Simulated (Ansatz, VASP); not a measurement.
# Two plane-wave programs on TePb

```xyz
2
Lattice="0.0000 3.2678 3.2678 3.0884 0.0000 3.2678 3.0884 3.2678 0.0000" Properties=species:S:1:pos:R:3 pbc="T T T"
Pb    0.0000    0.0000    0.0000
Te    3.0884    3.2678    3.2678
```

Change from the starting cell: uniaxial_x strain -5.5%.

Alike in both runs: task single point; functional r2SCAN; k mesh 8 × 8 × 8; no spin polarisation.

```csv
,VASP,Ansatz
version,VASP 6.6.1,Ansatz 0.2.0
potentials or method,"VASP PAW PBE potentials, release 64 (Pb_d, Te)","plane waves, PAW"
plane-wave cutoff (eV),520,500
occupations,"gaussian, width 0.01 eV",fixed
valence electrons in the cell,20,30
```

|  | VASP | Ansatz | Ansatz less VASP |
| --- | --- | --- | --- |
| gap on the k mesh at the Fermi level (eV) | 0.77 | 0.76 | -0.003 |
| pressure (GPa) | 3.2 | 3.2 | 0.00 |
| traceless stress, the component that is largest in VASP (GPa) | 5.79 | 5.78 | -0.012 |

VASP's potentials were made for PBE, not for r2SCAN. VASP's potentials hold 20 valence electrons a cell and Ansatz's 30, so a difference there can come from the potentials and not from the codes.

Neither program's run includes spin-orbit coupling.
